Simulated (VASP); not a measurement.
Here is a VASP 6.6.1 calculation.

Contents of INCAR:

```
SYSTEM = KI
  ALGO = Normal
  EDIFF = 1E-6
  ENCUT = 500
  GGA = PE
  GGA_COMPAT = .False.
  ISIF = 2
  ISMEAR = 0
  LASPH = .True.
  LCHARG = .False.
  LREAL = .False.
  LWAVE = .False.
  NBANDS = 15
  NELM = 120
  PREC = Accurate
  SIGMA = 0.1
```

KPOINTS

```
k-points
0
Gamma
  4 4 4
  0 0 0
```

POSCAR

```
KI
1.0
    0.0000000000      3.5424356500      3.5424356500
    3.5424356500      0.0000000000      3.5424356500
    3.5424356500      3.5424356500      0.0000000000
K I
1 1
Direct
    0.0000000000      0.0000000000      0.0000000000
    0.5000000000      0.5000000000      0.5000000000
```

Potentials or basis: VASP PAW PBE potentials, release 64 (K_sv, I).

The run is started by

```console
$ cat potpaw_PBE.64/K_sv/POTCAR potpaw_PBE.64/I/POTCAR > POTCAR
$ mpirun -np 1 vasp_std > vasp.out
```

Q: Predict the pressure.

A: 0.5 GPa.

Q: Estimate the band gap on the k mesh.

A: 3.94 eV.

Caveat: spin-orbit coupling is left out, which moves the levels of the heavy elements.
